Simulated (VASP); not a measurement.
Wanted: the native input for a VASP 6.6.1 run.

```yaml
Task: single point
Functional: PBEsol
Potentials_or_basis: VASP PAW PBE potentials, release 64 (Al, Ru_pv)
Cutoff: 520 eV
k_mesh: 15 × 15 × 3
Occupations: gaussian, width 0.15 eV
Spin: no spin polarisation
Dipole_correction: no
Further_INCAR_settings: ALGO = Fast; EDIFF = 1e-06; NBANDS = 52
```

The structure of Al2Ru lies in POSCAR:

```
Al2Ru
1.0
   -3.1213577640      0.0000000000      0.0000000000
    0.0000000000     -3.1213577640      0.0000000000
    0.0000000000      0.0000000000     18.8462082954
Al Ru
8 4
Direct
    0.5000000000      0.5000000000      0.4063014905
    1.0000000000      1.0000000000      0.1828320261
    0.5000000000      0.5000000000      0.8532404193
    1.0000000000      1.0000000000      0.6297709549
    0.0000000000      0.0000000000      0.0406374383
    0.5000000000      0.5000000000      0.7110458316
    0.0000000000      0.0000000000      0.4875763671
    0.5000000000      0.5000000000      0.2641069027
    0.0000000000      0.0000000000      0.3352041966
    0.5000000000      0.5000000000      0.1117347322
    0.0000000000      0.0000000000      0.7821431254
    0.5000000000      0.5000000000      0.5586736610
```

One way to write it, as run:

INCAR

```
ALGO = Fast
EDIFF = 1E-6
ENCUT = 520
GGA = PS
ISIF = 2
ISMEAR = 0
LASPH = True
LCHARG = False
LREAL = False
LWAVE = False
NBANDS = 52
NELM = 80
PREC = Accurate
SIGMA = 0.15
```

KPOINTS

```
k-points
0
Gamma
  15 15 3
```

Potentials or basis: VASP PAW PBE potentials, release 64 (Al, Ru_pv).

Run with:

```bash
$ cat potpaw_PBE.64/Al/POTCAR potpaw_PBE.64/Ru_pv/POTCAR > POTCAR
$ mpirun -np 1 vasp_std > vasp.out
```

It gave:

* Pressure: -3.3 GPa
* Largest force: 0.313 eV/Å
* Band gap on the k mesh: zero (band 40 reaches 9.55 eV, above the bottom of band 41 at 9.28 eV)

Caveat: the PAW data sets were made with another functional, which shifts forces and pressure a little.

It took 5.6 min on 1 thread of Intel(R) Xeon(R) 6975P-C (Granite Rapids), with other jobs on the host, peak memory 0.59 GiB.
